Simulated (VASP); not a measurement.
# Be2Cl (C2/c) in VASP: single point with PBE

Aim: the single point of Be2Cl with PBE.

Everything below comes from runs of VASP 6.6.1. Logs are shortened: lines on timing, memory, paths and dates and some standing lists are left out, and cuts for length are marked.

## 1. The cell of the first run

The structure is monoclinic, space group C2/c (No. 15). The conventional cell has a = 10.240 Å, b = 3.069 Å, c = 5.465 Å, α = 90.00°, β = 104.90°, γ = 90.00°. Be (site symmetry 1) has 1 Cl at 2.01 Å and 4 Be at 2.29 to 2.41 Å within 2.7 Å. Cl (site symmetry 2) has 2 Be at 2.01 Å within 2.7 Å.

## 2. Single point, PBE

Contents of INCAR:

```
ALGO     = Normal         # electronic algorithm
EDIFF    = 1E-6           # SCF threshold, eV
ENCUT    = 520            # plane-wave cutoff, eV
GGA      = PE             # functional
ISIF     = 2              # what is computed and relaxed
ISMEAR   = 0              # smearing method
LASPH    = T              # aspherical terms in the spheres
LCHARG   = F              # write CHGCAR
LREAL    = F              # projectors in reciprocal space
LWAVE    = F              # write WAVECAR
NBANDS   = 20             # bands
NELM     = 60             # most SCF steps
PREC     = Accurate       # precision mode
SIGMA    = 0.1            # smearing width, eV
```

Contents of KPOINTS:

```
k-points
0
Gamma
  12 12 8
```

Contents of POSCAR:

```
Be2Cl
1.0
    5.1200087585     -1.5345705584     -0.0164161163
    5.1200087585      1.5345705584     -0.0164161163
   -1.3882829324      0.0000000000      5.2853877281
Be Cl
4 2
Direct
    0.2919710253      0.3214223522      0.1530019160
    0.3214223522      0.2919710253      0.6530019160
    0.6785776478      0.7080289747      0.3469980840
    0.7080289747      0.6785776478      0.8469980840
    0.2890393009      0.7109606991      0.2500000000
    0.7109606991      0.2890393009      0.7500000000
```

Potentials or basis: VASP PAW PBE potentials, release 64 (Be, Cl).

On the command line:

```bash
$ cat potpaw_PBE.64/Be/POTCAR potpaw_PBE.64/Cl/POTCAR > POTCAR
$ mpirun -np 1 vasp_std > vasp.out
```

OUTCAR:

```text
EDIFF = 1E-6
   ENCUT = 520
   GGA = PE
   ISIF = 2
   ISMEAR = 0
   LASPH = T
   LREAL = F
   NELM = 60
   PREC = Accurate

 ion  position               nearest neighbor table
   1  0.292  0.321  0.153-   5 2.01   4 2.29   3 2.34   3 2.34
   2  0.321  0.292  0.653-   6 2.01   3 2.29   4 2.34   4 2.34
   3  0.679  0.708  0.347-   5 2.01   2 2.29   1 2.34   1 2.34
   4  0.708  0.679  0.847-   6 2.01   1 2.29   2 2.34   2 2.34
   5  0.289  0.711  0.250-   1 2.01   3 2.01
   6  0.711  0.289  0.750-   2 2.01   4 2.01

  LATTYP: Found a base centered monoclinic cell.
 ALAT       =    10.2400701513
 B/A-ratio  =     0.2997187589
 C/A-ratio  =     0.5336558341
 COS(beta)  =    -0.2571465903

  Lattice vectors:

 A1 = (   5.1200087585,  -1.5345705584,  -0.0164161163)
 A2 = (   5.1200087585,   1.5345705584,  -0.0164161163)
 A3 = (  -1.3882829324,   0.0000000000,   5.2853877281)

Analysis of symmetry for initial positions (statically):
=====================================================================
 Subroutine PRICEL returns:
 Original cell was already a primitive cell.

 Routine SETGRP: Setting up the symmetry group for a
 base centered monoclinic supercell.

 Subroutine GETGRP returns: Found  4 space group operations
 (whereof  2 operations were pure point group operations)
 out of a pool of  4 trial point group operations.

The static configuration has the point symmetry S_2 .
 The point group associated with its full space group is C_2h.

Analysis of symmetry for dynamics (positions and initial velocities):
=====================================================================
 Subroutine PRICEL returns:
 Original cell was already a primitive cell.

 Routine SETGRP: Setting up the symmetry group for a
 base centered monoclinic supercell.

 Subroutine GETGRP returns: Found  4 space group operations
 (whereof  2 operations were pure point group operations)
 out of a pool of  4 trial point group operations.

The dynamic configuration has the point symmetry S_2 .
 The point group associated with its full space group is C_2h.

 Subroutine INISYM returns: Found  4 space group operations
 (whereof  2 operations are pure point group operations),
 and found     1 'primitive' translations

----------------------------------------------------------------------------------------

                                     Primitive cell

  volume of cell :      82.9848

  direct lattice vectors                    reciprocal lattice vectors
     5.120008759 -1.534570558 -0.016416116     0.097738395 -0.325824054  0.025672392
     5.120008759  1.534570558 -0.016416116     0.097738395  0.325824054  0.025672392
    -1.388282932  0.000000000  5.285387728     0.000607140  0.000000000  0.189360352

  length of vectors
     5.345059960  5.345059960  5.464673177     0.341135134  0.341135134  0.189361326

  position of ions in fractional coordinates (direct lattice)
     0.291971025  0.321422352  0.153001916
     0.321422352  0.291971025  0.653001916
     0.678577648  0.708028975  0.346998084
     0.708028975  0.678577648  0.846998084
     0.289039301  0.710960699  0.250000000
     0.710960699  0.289039301  0.750000000

  ion indices of the primitive-cell ions
   primitive index   ion index
                 1           1
                 2           2
                 3           3
                 4           4
                 5           5
                 6           6

----------------------------------------------------------------------------------------

 KPOINTS: k-points

Automatic generation of k-mesh.
 Grid dimensions read from file:
 generate k-points for:   12   12    8

 Generating k-lattice:

  Cartesian coordinates                     Fractional coordinates (reciprocal lattice)
     0.008144866 -0.027152004  0.002139366     0.083333333  0.000000000  0.000000000
     0.008144866  0.027152004  0.002139366     0.000000000  0.083333333  0.000000000
     0.000075892  0.000000000  0.023670044    -0.000000000 -0.000000000  0.125000000

  Length of vectors
     0.028427928  0.028427928  0.023670166

  Shift w.r.t. Gamma in fractional coordinates (k-lattice)
     0.000000000  0.000000000  0.000000000

 Subroutine IBZKPT returns following result:
 ===========================================

 Found    320 irreducible k-points:

 Following reciprocal coordinates:
            Coordinates               Weight
  0.000000  0.000000  0.000000      1.000000
  0.083333 -0.000000  0.000000      4.000000
  0.166667 -0.000000 -0.000000      4.000000
  0.250000 -0.000000 -0.000000      4.000000
  0.333333 -0.000000  0.000000      4.000000
  0.416667 -0.000000  0.000000      4.000000
[... 16 lines left out ...]
  0.500000  0.166667 -0.000000      4.000000
 -0.416667  0.166667  0.000000      4.000000
 [... further k-points ...]
   k-points           NKPTS =    320   k-points in BZ     NKDIM =    320   number of bands    NBANDS=     20
   number of dos      NEDOS =    301   number of ions     NIONS =      6
   total plane-waves  NPLWV =  67200
   dimension x,y,z NGX =    40 NGY =   40 NGZ =   42
   dimension x,y,z NGXF=    80 NGYF=   80 NGZF=   84
   ions per type =               4   2
   NGX,Y,Z   is equivalent  to a cutoff of  12.44, 12.44, 12.78 a.u.
   NGXF,Y,Z  is equivalent  to a cutoff of  24.88, 24.88, 25.55 a.u.
 SYSTEM =  unknown system
   PREC   = accura    normal or accurate (medium, high low for compatibility)
   ISTART =      0    job   : 0-new  1-cont  2-samecut
   ICHARG =      2    charge: 1-file 2-atom 10-const
   ISPIN  =      1    spin polarized calculation?
   LNONCOLLINEAR =      F non collinear calculations
   LSORBIT =      F    spin-orbit coupling
   LASPH  =      T    aspherical Exc in radial PAW
   ENCUT  =  520.0 eV  38.22 Ry    6.18 a.u.   9.94  9.94 10.16*2*pi/ulx,y,z
   NELM   =     60;   NELMIN=  2; NELMDL= -5     # of ELM steps
   EDIFF  = 0.1E-05   stopping-criterion for ELM
   LREAL  =      F    real-space projection
   EDIFFG = 0.1E-04   stopping-criterion for IOM
   NSW    =      0    number of steps for IOM
   IBRION =     -1    ionic relax: 0-MD 1-quasi-New 2-CG
   NFREE  =      0    steps in history (QN), initial steepest desc. (CG)
   ISIF   =      2    stress and relaxation
   ISYM   =      2    0-nonsym 1-usesym 2-fastsym
   POTIM  = 0.5000    time-step for ionic-motion
   TEBEG  =    0.0;   TEEND  =   0.0 temperature during run
   PSTRESS=    0.0 pullay stress
   NELECT =      22.0000    total number of electrons
   NUPDOWN=      -1.0000    fix difference up-down
   EMIN   =  10.00;   EMAX   =-10.00  energy-range for DOS
   EFERMI =   0.00;   METHOD = LEGACY
   ISMEAR =     0;   SIGMA  =   0.10  broadening in eV -4-tet -1-fermi 0-gaus
   EFERMI_NEDOS =   21; number of points for ismear=-14 and -15
   IALGO  =     38    algorithm
   IMIX   =      4    mixing-type and parameters
     AMIX     =   0.40;   BMIX     =  1.00
     AMIX_MAG =   1.60;   BMIX_MAG =  1.00
  volume/ion in A,a.u.               =      13.83        93.33
  Fermi-wavevector in a.u.,A,eV,Ry     =   1.051678  1.987384 15.048413  1.106027
  Thomas-Fermi vector in A             =   2.186731
   LORBIT       =      0    0 simple, 1 ext, 2 COOP (PROOUT), +10 PAW based schemes
   GGA     = PE    functional components
   LHFCALC =     F    Hartree Fock is set to
   AEXX    =    0.0000 exact exchange contribution
   IVDW    =     0    specifies the selected vdW correction
   LEPSILON=     F    determine dielectric tensor
   LRPA    =     F    only Hartree local field effects (RPA)
 non-spin polarized calculation
 Gauss-broadening in eV      SIGMA  =   0.10
  energy-cutoff  :      520.00
  volume of cell :       82.98
 maximum number of plane-waves:      2260
   NGX = 19   NGY = 19   NGZ = 21

 number of electron      21.9999999 magnetization

 Free energy of the ion-electron system (eV)
  ---------------------------------------------------
  ext. energy  EPLUGINS =         0.00000000
  ---------------------------------------------------
  free energy    TOTEN  =       -18.96279342 eV

  energy without entropy =      -18.95833382  energy(sigma->0) =      -18.96056362

 E-fermi :   4.2315     XC(G=0):  -9.5947

 val. band max:        4.2218017099   @ k =  -0.2500   0.4167   0.3750
 cond. band min:       4.2320086378   @ k =   0.5000   0.5000   0.2500
 fundamental gap:      0.0102069279
 Fermi energy:         4.2315450111

 k-point     1 :       0.0000    0.0000    0.0000
  band No.  band energies     occupation
      1     -12.7780      2.00000
      2     -11.6328      2.00000
      3      -3.0281      2.00000
      4      -2.1418      2.00000
      5      -1.6763      2.00000
      6      -1.5684      2.00000
[... 12 lines left out ...]
     19      12.2504      0.00000
     20      13.1430      0.00000

 k-point     2 :       0.0833   -0.0000    0.0000
  band No.  band energies     occupation
      1     -12.7262      2.00000
      2     -11.6045      2.00000
      3      -3.0126      2.00000
      4      -2.0714      2.00000
      5      -1.6436      2.00000
      6      -1.4455      2.00000
[... 12 lines left out ...]
     19      12.5082      0.00000
     20      12.7438      0.00000

 k-point     3 :       0.1667   -0.0000   -0.0000
  band No.  band energies     occupation
      1     -12.5772      2.00000
      2     -11.5284      2.00000
      3      -2.9446      2.00000
      4      -1.8764      2.00000
      5      -1.5448      2.00000
      6      -1.1282      2.00000
[... 12 lines left out ...]
     19      12.3664      0.00000
     20      12.6146      0.00000

 k-point     4 :       0.2500   -0.0000   -0.0000
  band No.  band energies     occupation
      1     -12.3519      2.00000
      2     -11.4307      2.00000
      3      -2.7931      2.00000
      4      -1.6457      2.00000
      5      -1.3388      2.00000
      6      -0.8439      2.00000
[... 429 lines left out ...]
 k-point    23 :       0.5000    0.1667   -0.0000
  band No.  band energies     occupation
      1     -12.0800      2.00000
      2     -11.3522      2.00000
      3      -2.9467      2.00000
      4      -1.4915      2.00000
      5      -1.1336      2.00000
      6      -0.9577      2.00000
[... 12 lines left out ...]
     19      12.1225      0.00000
     20      12.7414      0.00000

 k-point    24 :      -0.4167    0.1667    0.0000
  band No.  band energies     occupation
      1     -11.8451      2.00000
      2     -11.3252      2.00000
      3      -2.5252      2.00000
      4      -1.6381      2.00000
      5      -1.4647      2.00000
      6      -1.0458      2.00000
[... 12 lines left out ...]
     19      12.1322      0.00000
     20      12.8389      0.00000

 [... further k-points ...]
[... 5 lines left out ...]
  --------------------------------------------------------------------------------------
  -------------------------------------------------------------------------------------
  Total        0.0438221     -0.0286988     -0.0077944      0.0000000      0.0000000      0.0092386
  in kB        0.8460673     -0.5540849     -0.1504854      0.0000000      0.0000000      0.1783682
  external PRESSURE =       0.0471657 kB  Pullay stress =       0.0000000 kB

 VOLUME and BASIS-vectors are now :
 -----------------------------------------------------------------------------
  energy-cutoff  :      520.00
  volume of cell :       82.98
      direct lattice vectors                 reciprocal lattice vectors
     5.120008759 -1.534570558 -0.016416116     0.097738395 -0.325824054  0.025672392
     5.120008759  1.534570558 -0.016416116     0.097738395  0.325824054  0.025672392
    -1.388282932  0.000000000  5.285387728     0.000607140  0.000000000  0.189360352

 POSITION                                       TOTAL-FORCE (eV/Angst)
 -----------------------------------------------------------------------------------
      2.92817      0.04520      0.79860        -0.007790      0.001497     -0.000896
      2.23403     -0.04520      3.44130        -0.007790     -0.001497     -0.000896
      6.61771      0.04520      1.81126         0.007790      0.001497      0.000896
      5.92357     -0.04520      4.45395         0.007790     -0.001497      0.000896
      4.77294      0.64747      1.30493        -0.000000     -0.000568     -0.000000
      4.07880     -0.64747      3.94762        -0.000000      0.000568     -0.000000
 -----------------------------------------------------------------------------------
    total drift:                                0.000000     -0.000000      0.000000

  FREE ENERGIE OF THE ION-ELECTRON SYSTEM (eV)
  ---------------------------------------------------
  free  energy   TOTEN  =       -18.9627934181 eV

  energy  without entropy=      -18.9583338188  energy(sigma->0) =      -18.96056362
```

Run time: 14 min. Hardware: 1 thread of Oxide Virtual Turin-like, shared host; peak memory 0.51 GiB.

What came out:

```yaml
Free_energy: -18.9628 eV
Pressure: 0.0 GPa
Largest_force: 0.008 eV/Å
Band_gap_on_the_k_mesh: zero (band 11 reaches 6.38 eV, above the bottom of band 12 at 2.76 eV)
```

Forces in eV/Å, atoms in the order of the input:
```
Be  -0.008  0.001 -0.001
Be  -0.008 -0.001 -0.001
Be   0.008  0.001  0.001
Be   0.008 -0.001  0.001
Cl   0.000 -0.001  0.000
Cl   0.000  0.001  0.000
```

Levels at points of the mesh, in eV from the Fermi level:
```tsv
k point	band 8	band 9	band 10	band 11	band 12	band 13	band 14	band 15
(0.00, 0.00, 0.00)	-2.43	-1.70	-1.50	-1.26	3.80	4.23	5.37	6.19
(0.50, 0.00, 0.00)	-2.95	-2.46	-2.26	-0.90	0.03	2.76	3.19	4.01
(0.50, 0.50, 0.00)	-2.44	-1.72	-1.54	-1.21	1.61	3.38	4.44	6.18
(0.00, 0.00, 0.50)	-3.41	-2.06	-2.06	1.40	1.40	4.64	4.64	5.95
(0.50, 0.00, 0.50)	-2.83	-2.49	-1.93	-1.27	-1.00	3.06	4.13	5.55
(0.50, 0.50, 0.50)	-3.12	-2.07	-2.07	2.07	2.07	3.75	3.75	4.48
```
